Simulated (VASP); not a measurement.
Wanted: the native input for a VASP 6.6.1 run.

```
Task                   : single point
Functional             : PBEsol
Potentials or basis    : VASP PAW PBE potentials, release 64 (Zn, S)
Cutoff                 : 520 eV
k mesh                 : 2 × 2 × 2, shifted
Occupations            : gaussian, width 0.02 eV
Spin                   : no spin polarisation
Dipole correction      : no
Further INCAR settings : LREAL = Auto; ALGO = Normal; EDIFF = 1e-06; NBANDS = 166
```

The structure of ZnS lies in POSCAR:

```
ZnS
1.0
   -5.3561494797     -5.3561494797      5.3561494797
    5.3561494797      5.3561494797      5.3561494797
   -5.3561494797      5.3561494797     -5.3561494797
Zn S
16 16
Direct
    0.2500000000      0.5000000000      0.2500000000
    0.5000000000      0.5000000000      0.0000000000
    0.2500000000      0.7500000000      0.0000000000
    0.7500000000      0.5000000000      0.7500000000
    0.5000000000      0.7500000000      0.7500000000
    0.2500000000      0.0000000000      0.7500000000
    0.0000000000      0.5000000000      0.5000000000
    0.7500000000      0.7500000000      0.5000000000
    0.5000000000      0.0000000000      0.5000000000
    0.2500000000      0.2500000000      0.5000000000
    0.0000000000      0.7500000000      0.2500000000
    0.7500000000      0.0000000000      0.2500000000
    0.5000000000      0.2500000000      0.2500000000
    0.0000000000      0.0000000000      0.0000000000
    0.7500000000      0.2500000000      0.0000000000
    0.0000000000      0.2500000000      0.7500000000
    0.0000000000      0.2500000000      0.0000000000
    0.2500000000      0.2500000000      0.7500000000
    0.0000000000      0.5000000000      0.7500000000
    0.5000000000      0.2500000000      0.5000000000
    0.2500000000      0.5000000000      0.5000000000
    0.0000000000      0.7500000000      0.5000000000
    0.7500000000      0.2500000000      0.2500000000
    0.5000000000      0.5000000000      0.2500000000
    0.2500000000      0.7500000000      0.2500000000
    0.0000000000      0.0000000000      0.2500000000
    0.7500000000      0.5000000000      0.0000000000
    0.5000000000      0.7500000000      0.0000000000
    0.2500000000      0.0000000000      0.0000000000
    0.7500000000      0.7500000000      0.7500000000
    0.5000000000      0.0000000000      0.7500000000
    0.7500000000      0.0000000000      0.5000000000
```

The input as run:

INCAR

```
ALGO = Normal ; EDIFF = 1E-6
ENCUT = 520 ; GGA = PS
ISIF = 2 ; ISMEAR = 0
LASPH = T ; LCHARG = F
LREAL = Auto ; LWAVE = F
NBANDS = 166 ; NELM = 80
PREC = Accurate ; SIGMA = 0.02
```

KPOINTS

```
Automatic mesh
0
Gamma
  2 2 2
  0.5 0.5 0.5
```

Potentials or basis: VASP PAW PBE potentials, release 64 (Zn, S).

Launch:

```bash
$ cat potpaw_PBE.64/Zn/POTCAR potpaw_PBE.64/S/POTCAR > POTCAR
$ mpirun -np 1 vasp_std > vasp.out
```

Results of the run:

```yaml
Pressure: 0.2 GPa
Band_gap_on_the_k_mesh: 3.75 eV
```

Caveat: the PAW data sets were made with another functional, which shifts forces and pressure a little.

Wall time 5.3 min on 1 thread of AMD EPYC 9R45 96-Core Processor (Zen 5), with other jobs on the host, peak memory 0.71 GiB.
